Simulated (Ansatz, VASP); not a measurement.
CdSe in VASP and in Ansatz

```
Cd Se
1.0
     0.00000    3.06778    3.06778
     3.25154    0.00000    3.06778
     3.25154    3.06778    0.00000
Cd Se
1 1
Cartesian
  0.0000 0.0000 0.0000
  1.6258 1.5339 1.5339
```

Change from the starting cell: uniaxial_x strain +6.0%.

Alike in both runs: task single point; functional PBE; k mesh 8 × 8 × 8; occupations fermi-dirac, width 0.02 eV; no spin polarisation.

|  | VASP | Ansatz |
| --- | --- | --- |
| version | VASP 6.6.1 | Ansatz 0.2.0 |
| potentials or method | VASP PAW PBE potentials, release 64 (Cd, Se) | plane waves, PAW |
| plane-wave cutoff (eV) | 520 | 420 |
| valence electrons in the cell | 18 | 36 |

VASP gave:

| Item | Value |
| --- | --- |
| pressure (GPa) | -1.0 |
| traceless stress, the component that is largest in VASP (GPa) | -0.80 |

Q: Which values does Ansatz return?

A: Pressure (GPa): -1.3; traceless stress, the component that is largest in VASP (GPa): -0.81.

VASP's potentials hold 18 valence electrons a cell and Ansatz's 36, so a difference there can come from the potentials and not from the codes.
